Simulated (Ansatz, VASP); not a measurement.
Given: the input of a run of Ansatz 0.2.0 on ZnSe.

The input input.yaml:

```yaml
crystal:
  lattice:
    - [0.0, 2.7759511149, 2.7759511149]
    - [2.7759511149, 0.0, 2.7759511149]
    - [2.7759511149, 2.7759511149, 0.0]
  atoms:
    - { symbol: Se, position: [0.75, 0.75, 0.75] }
    - { symbol: Zn, position: [0.0, 0.0, 0.0] }
hamiltonian:
  xc: r2scan50
  pseudopotentials: { kind: paw }
kpoints:
  mp_grid: { grid: [4, 4, 4] }
scf:
  occupations: { method: fermi_dirac, width: 0.05 }
output:
  forces: true
  stress: true
  eigenvalues: true
```

Potentials or basis: Ansatz PAW.

Command:

```bash
$ ansatz run input.yaml --threads 2 --pin off --max-ram 5632MiB --backend cpu --events-out ev --progress --plain --runs-dir out
```

Question: Set up the same calculation for VASP 6.6.1. Potentials there: VASP PAW PBE potentials, release 64 (Se, Zn).

Answer: As run (the cutoff follows the program's own potentials):

File POSCAR:

```
ZnSe
1.0
    0.0000000000      2.7759511149      2.7759511149
    2.7759511149      0.0000000000      2.7759511149
    2.7759511149      2.7759511149      0.0000000000
Se Zn
1 1
Direct
    0.7500000000      0.7500000000      0.7500000000
    0.0000000000      0.0000000000      0.0000000000
```

File INCAR.step1:

```
PREC = Accurate ; ENCUT = 520
EDIFF = 1E-5 ; ISMEAR = -1
SIGMA = 0.05 ; LREAL = False
LASPH = True ; NELM = 80
ALGO = Normal ; ISIF = 2
LWAVE = True ; LCHARG = False
NBANDS = 16 ; GGA = PE
```

INCAR.step2

```
PREC = Accurate ; ENCUT = 520
EDIFF = 1E-6 ; ISMEAR = -1
SIGMA = 0.05 ; LREAL = False
LASPH = True ; NELM = 80
ALGO = Normal ; ISIF = 2
LWAVE = False ; LCHARG = False
METAGGA = R2SCAN ; LHFCALC = True
AEXX = 0.5 ; LMIXTAU = True
PRECFOCK = Normal ; NBANDS = 16
ISTART = 1
```

KPOINTS

```
regular mesh
0
Gamma
  4 4 4
```

Potentials or basis: VASP PAW PBE potentials, release 64 (Se, Zn).

Run with:

```sh
$ cat potpaw_PBE.64/Se/POTCAR potpaw_PBE.64/Zn/POTCAR > POTCAR
$ cp INCAR.step1 INCAR
$ mpirun -np 1 vasp_std > vasp.out
$ cp INCAR.step2 INCAR
$ mpirun -np 1 vasp_std > vasp.out
```

Both were run:

|  | VASP | Ansatz | Ansatz less VASP |
| --- | --- | --- | --- |
| gap on the k mesh at the Fermi level (eV) | 5.47 | 5.40 | -0.073 |
| least direct gap on the mesh (eV) | 5.47 | 5.40 | -0.073 |
| pressure (GPa) | 4.2 | 4.9 | +0.63 |

VASP's potentials were made for PBE, not for r2SCAN50. VASP's potentials hold 18 valence electrons a cell and Ansatz's 28, so a difference there can come from the potentials and not from the codes.

The k mesh is coarse, so the values compare programs but aren't converged.
